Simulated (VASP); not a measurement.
## C: single point with PBE+D3(BJ)

C, a slab with vacuum:

```
C
1.0
     2.46581    0.00000    0.00000
    -1.23291    2.13528    0.00000
     0.00000    0.00000   18.00000
C
2
Cartesian
  0.0000 0.3559 9.0000
  0.0000 1.7793 9.0000
```

- Program: VASP 6.6.1
- Task: single point
- Functional: PBE
- Dispersion: D3(BJ)
- Potentials or basis: VASP PAW PBE potentials, release 64 (C)
- Cutoff: 520 eV
- k mesh: 15 × 15 × 1
- Occupations: gaussian, width 0.05 eV
- Spin: no spin polarisation
- Dipole correction: yes
- Further INCAR settings: ALGO = Normal; EDIFF = 1e-07; NBANDS = 11

```
Largest force              : 0.004 eV/Å
Dispersion energy per atom : -0.089 eV
```

Forces in eV/Å, atoms in the order of the input:
```
C    0.000 -0.004  0.000
C    0.000  0.004  0.000
```

Levels at points of the mesh, in eV from the Fermi level:
```
           k point  band 1  band 2  band 3  band 4  band 5  band 6  band 7  band 8  band 9
(0.00, 0.00, 0.00)  -19.53   -7.62   -3.05   -3.04    3.26    4.08    4.49    5.69    6.24
```

Run time: 2 min on 1 thread of Intel Xeon 8259CL (shared host), peak memory 0.23 GiB.
